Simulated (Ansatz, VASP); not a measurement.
## Ga3Sb2As: VASP beside Ansatz

```
Ga Sb As
1.0
     4.27949    0.00063    0.00017
    -2.13918    3.70610    0.00030
     0.00056    0.00160   21.11937
Ga Sb As
6 4 2
Direct
  0.33418 0.66750 0.33973
  0.33327 0.66671 0.66693
  0.33374 0.66653 0.99348
  0.66598 0.33289 0.16693
  0.66604 0.33337 0.49350
  0.66673 0.33292 0.83971
  0.33265 0.66628 0.12164
  0.33335 0.66632 0.79397
  0.66757 0.33413 0.29399
  0.66666 0.33338 0.62165
  0.33274 0.66677 0.45825
  0.66710 0.33321 0.95822
```

Change from the starting cell: cell x1, atoms moved at random (sigma 0.15 Å) and cell strained at random (1.5 %), then relaxed without symmetry.

Alike in both runs: functional PBE; k mesh 6 × 6 × 1; occupations gaussian, width 0.2 eV; no spin polarisation.

Ansatz relaxed the structure, and its values are those at the end. VASP's run is a single point on that final structure, the one shown.

```csv
,VASP,Ansatz
version,VASP 6.6.1,Ansatz 0.2.0
potentials or method,"VASP PAW PBE potentials, release 64 (Ga_d, Sb, As), cutoff 520 eV","scalar-relativistic, plane waves, PAW"
valence electrons in the cell,108,168
```

```tsv
	VASP	Ansatz	Ansatz less VASP
gap on the k mesh at the Fermi level (eV)	0.22	0.22	-0.001
least direct gap on the mesh (eV)	0.22	0.22	-0.001
pressure (GPa)	0.1	0.0	-0.09
```

VASP's potentials hold 108 valence electrons a cell and Ansatz's 168, so a difference there can come from the potentials and not from the codes.

Spin-orbit coupling is off throughout.
